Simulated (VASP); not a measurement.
Write the native input for VASP 6.6.1 that does the following.

```
Task                   : single point
Functional             : PBE
Potentials or basis    : VASP PAW PBE potentials, release 64 (Ga_d, As)
Cutoff                 : 520 eV
k mesh                 : 6 × 6 × 4
Occupations            : gaussian, width 0.2 eV
Spin                   : no spin polarisation
Dipole correction      : no
Further INCAR settings : ALGO = Fast; EDIFF = 1e-07; NBANDS = 40
```

The structure of Ga2As lies in POSCAR:

```
Ga2As
1.0
    0.0000000000      0.0000000000      4.0327198660
    4.3728274772      0.0000000000      0.0000000000
    0.0000000001      7.5739593632      0.0000000000
Ga As
4 2
Direct
    0.0000000000      0.5000000000      0.1666666667
    0.0000000000      1.0000000000      0.6666666667
    0.5000000000      1.0000000000      0.3333333333
    0.5000000000      0.5000000000      0.8333333333
    0.5000000000      0.5000000000      0.5000000000
    0.5000000000      0.0000000000      0.0000000000
```

One way to write it, as run:

INCAR

```
  PREC = Accurate
  ENCUT = 520
  EDIFF = 1E-7
  ISMEAR = 0
  SIGMA = 0.2
  LREAL = F
  LASPH = T
  NELM = 60
  ALGO = Fast
  ISIF = 2
  LWAVE = F
  LCHARG = F
  GGA = PE
  NBANDS = 40
```

KPOINTS

```
regular mesh
0
Gamma
  6 6 4
```

Potentials or basis: VASP PAW PBE potentials, release 64 (Ga_d, As).

Command:

```console
$ cat potpaw_PBE.64/Ga_d/POTCAR potpaw_PBE.64/As/POTCAR > POTCAR
$ mpirun -np 1 vasp_std > vasp.out
```

Results of the run:

| Property | Result |
| --- | --- |
| Pressure | 0.2 GPa |
| Largest force | 0.065 eV/Å |
| Band gap on the k mesh | zero (bands 31 and 32 overlap by 2.87 eV) |

It took 2.2 min on 1 thread of Intel(R) Xeon(R) 6975P-C (Granite Rapids), on a shared host, peak memory 0.36 GiB.
